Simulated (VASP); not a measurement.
# RuPt2 (F-43m) in VASP: notebook, part 2 of 2

VASP 6.6.1. Earlier steps stand in the parts before.

## Step 4: Relaxation of cell and atoms, PBE

INCAR

```
  ALGO = Normal
  EDIFF = 1E-7
  EDIFFG = -0.04
  ENCUT = 600
  GGA = PE
  IBRION = 2
  ISIF = 3
  ISMEAR = 0
  LASPH = T
  LCHARG = F
  LREAL = F
  LWAVE = F
  NELM = 100
  NSW = 90
  PREC = Accurate
  SIGMA = 0.1
```

KPOINTS

```
k-points
0
Gamma
  6 6 6
```

POSCAR

```
RuPt2
1.0
    0.0000000000      2.7627207600      2.7627207600
    2.7627207600      0.0000000000      2.7627207600
    2.7627207600      2.7627207600      0.0000000000
Ru Pt
1 2
Direct
    0.0000000000      0.0000000000      0.0000000000
    0.2500000000      0.2500000000      0.2500000000
    0.5000000000      0.5000000000      0.5000000000
```

Potentials or basis: VASP PAW PBE potentials, release 64 (Ru_pv, Pt).

Started as:

```console
> cat potpaw_PBE.64/Ru_pv/POTCAR potpaw_PBE.64/Pt/POTCAR > POTCAR
> mpirun -np 1 vasp_std > vasp.out
```

OUTCAR:

```text
EDIFF = 1E-7
   EDIFFG = -0.04
   ENCUT = 600
   GGA = PE
   IBRION = 2
   ISIF = 3
   ISMEAR = 0
   LASPH = T
   LREAL = F
   NELM = 100
   NSW = 90
   PREC = Accurate

 ion  position               nearest neighbor table
   1  0.000  0.000  0.000-   2 2.39   2 2.39   2 2.39   2 2.39   3 2.76   3 2.76   3 2.76   3 2.76
                             3 2.76   3 2.76
   2  0.250  0.250  0.250-   1 2.39   1 2.39   1 2.39   3 2.39   3 2.39   3 2.39   3 2.39   1 2.39

   3  0.500  0.500  0.500-   2 2.39   2 2.39   2 2.39   2 2.39   1 2.76   1 2.76   1 2.76   1 2.76
                             1 2.76   1 2.76

  LATTYP: Found a face centered cubic cell.
 ALAT       =     5.5254415200

  Lattice vectors:

 A1 = (   0.0000000000,   2.7627207600,   2.7627207600)
 A2 = (   2.7627207600,   0.0000000000,   2.7627207600)
 A3 = (   2.7627207600,   2.7627207600,   0.0000000000)

Analysis of symmetry for initial positions (statically):
=====================================================================
 Subroutine PRICEL returns:
 Original cell was already a primitive cell.

 Routine SETGRP: Setting up the symmetry group for a
 face centered cubic supercell.

 Subroutine GETGRP returns: Found 24 space group operations
 (whereof 24 operations were pure point group operations)
 out of a pool of 48 trial point group operations.
[... 127 lines left out ...]
     AMIX     =   0.40;   BMIX     =  1.00
     AMIX_MAG =   1.60;   BMIX_MAG =  1.00
  volume/ion in A,a.u.               =      14.06        94.87
  Fermi-wavevector in a.u.,A,eV,Ry     =   1.523658  2.879296 31.586381  2.321534
  Thomas-Fermi vector in A             =   2.632071
   LORBIT       =      0    0 simple, 1 ext, 2 COOP (PROOUT), +10 PAW based schemes
   GGA     = PE    functional components
   LHFCALC =     F    Hartree Fock is set to
   AEXX    =    0.0000 exact exchange contribution
   IVDW    =     0    specifies the selected vdW correction
   LEPSILON=     F    determine dielectric tensor
   LRPA    =     F    only Hartree local field effects (RPA)
 conjugate gradient relaxation of ions
 non-spin polarized calculation
 Gauss-broadening in eV      SIGMA  =   0.10
  energy-cutoff  :      600.00
  volume of cell :       42.17
 maximum number of plane-waves:      1420
   NGX = 15   NGY = 15   NGZ = 15

--------------------------------------- Ionic step        1  -------------------------------------------

 number of electron      34.0000005 magnetization

 Free energy of the ion-electron system (eV)
  ---------------------------------------------------
  ext. energy  EPLUGINS =         0.00000000
  ---------------------------------------------------
  free energy    TOTEN  =       -17.28705234 eV

  energy without entropy =      -17.27339667  energy(sigma->0) =      -17.28022450

 E-fermi :  13.0466     XC(G=0): -13.6697

 val. band max:       12.9345584628   @ k =   0.0000   0.0000   0.0000
 cond. band min:      13.0702981853   @ k =   0.5000   0.3333   0.1667
 fundamental gap:      0.1357397225
 Fermi energy:        13.0466260854
[... 1385 lines left out ...]
--------------------------------------- Ionic step        7  -------------------------------------------

 number of electron      34.0000004 magnetization

 Free energy of the ion-electron system (eV)
  ---------------------------------------------------
  ext. energy  EPLUGINS =         0.00000000
  ---------------------------------------------------
  free energy    TOTEN  =       -19.71180279 eV

  energy without entropy =      -19.69272948  energy(sigma->0) =      -19.70226613

 E-fermi :   8.7997     XC(G=0): -12.2683

 val. band max:        8.7334788960   @ k =   0.0000   0.0000   0.0000
 cond. band min:       8.8181989292   @ k =   0.5000   0.3333   0.1667
 fundamental gap:      0.0847200332
 Fermi energy:         8.7997335224
[... 412 lines left out ...]
  FREE ENERGIE OF THE ION-ELECTRON SYSTEM (eV)
  ---------------------------------------------------
  free  energy   TOTEN  =       -19.7118027855 eV

  energy  without entropy=      -19.6927294836  energy(sigma->0) =      -19.70226613

 reached required accuracy - stopping structural energy minimisation
```

OSZICAR:

```text
N       E                     dE             d eps       ncg     rms          rms(c)
DAV:   1     0.311691908888E+03    0.31169E+03   -0.20615E+04   672   0.184E+03
DAV:   2    -0.890018599076E+01   -0.32059E+03   -0.30948E+03   757   0.442E+02
DAV:   3    -0.183592781637E+02   -0.94591E+01   -0.92905E+01   750   0.762E+01
[... 102 lines left out ...]
DAV:   5    -0.197117035157E+02    0.62777E-04   -0.73492E-04   723   0.305E-01    0.122E-01
DAV:   6    -0.197118043164E+02   -0.10080E-03   -0.21827E-04   745   0.115E-01    0.272E-02
DAV:   7    -0.197118025276E+02    0.17888E-05   -0.19602E-05   812   0.380E-02    0.780E-03
DAV:   8    -0.197118027616E+02   -0.23400E-06   -0.16060E-06   890   0.981E-03    0.250E-03
DAV:   9    -0.197118027855E+02   -0.23902E-07   -0.12431E-07   396   0.376E-03
   7 F= -.19711803E+02 E0= -.19702266E+02  d E =-.242475E+01
```

CONTCAR:

```text
RuPt2
   1.00000000000000
     0.0000000000000000    2.9894755866742555    2.9894755866742555
     2.9894755866742555   -0.0000000000000000    2.9894755866742555
     2.9894755866742555    2.9894755866742555    0.0000000000000000
  Ru              Pt
     1     2
Direct
     0.0000000000000000    0.0000000000000000    0.0000000000000000
     0.2500000000000000    0.2500000000000000    0.2500000000000000
     0.5000000000000000    0.5000000000000000    0.5000000000000000

  0.00000000E+00  0.00000000E+00  0.00000000E+00
  0.00000000E+00  0.00000000E+00  0.00000000E+00
  0.00000000E+00  0.00000000E+00  0.00000000E+00
```

It took 2.7 min on 1 thread of Intel Xeon Platinum 8488C (Sapphire Rapids), shared host; peak memory 0.2 GiB.

Results:

```
Free energy                            : -19.7118 eV
Relaxed volume                         : 17.81 Å³/atom
Relaxed cell                           : a = 4.228 Å, b = 4.228 Å, c = 4.228 Å, α = 60.00°, β = 60.00°, γ = 60.00°
Space group after relaxing (to 0.05 Å) : F-43m (No. 216)
Energy gained by relaxing              : 808.3 meV/atom
Ionic steps                            : 7
Pressure after relaxing                : -0.1 GPa
Band gap on the k mesh                 : zero (band 17 reaches 9.29 eV, above the bottom of band 18 at 8.82 eV)
```

Step by step:
```tsv
step	energy change (eV)	largest force (eV/Å)	pressure (GPa)	volume (Å³)
1	0.0000	0.0000	87.80	42.17
2	5.4690	0.0000	-20.29	108.84
3	0.9300	0.0000	-27.49	79.02
4	-1.5823	0.0000	-21.99	63.59
5	-2.4052	0.0000	5.12	52.15
6	-2.4221	0.0000	-1.74	53.89
7	-2.4248	0.0000	-0.08	53.43
```

Final structure:
```
Ru Pt
1.0
     0.00000    2.98948    2.98948
     2.98948    0.00000    2.98948
     2.98948    2.98948    0.00000
Ru Pt
1 2
Direct
  0.00000 0.00000 0.00000
  0.25000 0.25000 0.25000
  0.50000 0.50000 0.50000
```

Caveat: the volume moved by over 15 % at a fixed basis, so the end points are rough; spin-orbit coupling is left out, which moves the levels of the heavy elements.

## Step 5: Single point, PBE

This run uses another cell than the first one, of 17.85 Å³/atom, 1.270 times its volume.

INCAR

```
SYSTEM = RuPt2
PREC = Accurate
ENCUT = 520
EDIFF = 1E-6
ISMEAR = 0
SIGMA = 0.1
LREAL = .FALSE.
LASPH = .TRUE.
NELM = 80
ALGO = Fast
ISIF = 2
LWAVE = .FALSE.
LCHARG = .TRUE.
GGA = PE
LELF = .TRUE.
LVHAR = .TRUE.
NBANDS = 24
```

KPOINTS

```
regular mesh
0
G
  14 14 14
  0 0 0
```

POSCAR

```
RuPt2
1.0
    0.0000000000      2.9917835265      2.9917835265
    2.9917835265      0.0000000000      2.9917835265
    2.9917835265      2.9917835265      0.0000000000
Ru Pt
1 2
Direct
    0.0000000000      0.0000000000      0.0000000000
    0.7500000000      0.7500000000      0.7500000000
    0.5000000000      0.5000000000      0.5000000000
```

Started as:

```console
> cat potpaw_PBE.64/Ru_pv/POTCAR potpaw_PBE.64/Pt/POTCAR > POTCAR
> mpirun -np 1 vasp_std > vasp.out
```

Run time: 2.2 min. Hardware: 1 thread of Intel Xeon Platinum 8488C (Sapphire Rapids), shared host; peak memory 0.27 GiB.

It converged, with:

| Item | Value |
| --- | --- |
| Free energy | -19.7084 eV |
| Pressure | -0.4 GPa |
| Band gap on the k mesh | zero (band 17 reaches 9.27 eV, above the bottom of band 18 at 8.77 eV) |

Levels at points of the mesh, in eV from the Fermi level:
```tsv
k point	band 13	band 14	band 15	band 16	band 17	band 18	band 19	band 20	band 21	band 22
(0.00, 0.00, 0.00)	-0.91	-0.91	-0.07	-0.07	-0.07	0.38	0.38	7.75	9.20	9.23
(0.50, 0.00, 0.00)	-2.20	-2.20	-1.71	-0.69	-0.69	0.16	0.16	1.26	7.77	7.77
(0.50, 0.50, 0.00)	-2.20	-1.03	-0.89	0.24	0.48	0.48	0.54	1.61	1.88	1.88
```

Caveat: spin-orbit coupling is left out, which moves the levels of the heavy elements.

## Step 6: Summary

```csv
task,cell,k mesh,cutoff (eV),gap on the mesh (eV),pressure (GPa)
single point,"a = 3.907 Å, angles 60.0°, 3 atoms",6 × 6 × 6,520,none,87.7
single point,"a = 4.229 Å, angles 60.0°, 3 atoms",6 × 6 × 6,520,none,-0.2
relaxation of cell and atoms,"relaxed from a = 3.907 Å, angles 60.0°, 3 atoms",6 × 6 × 6,600,none,-0.1
single point,"a = 4.231 Å, angles 60.0°, 3 atoms",14 × 14 × 14,520,none,-0.4
```

Alike in all rows: level PBE; potentials or basis VASP PAW PBE potentials, release 64 (Ru_pv, Pt); no spin polarisation; smearing gaussian 0.1 eV.

Caveats: spin-orbit coupling is left out, which moves the levels of the heavy elements; the volume moved by over 15 % at a fixed basis, so the end points are rough (some runs).

Absolute energies hang on the potentials; compare differences alone.
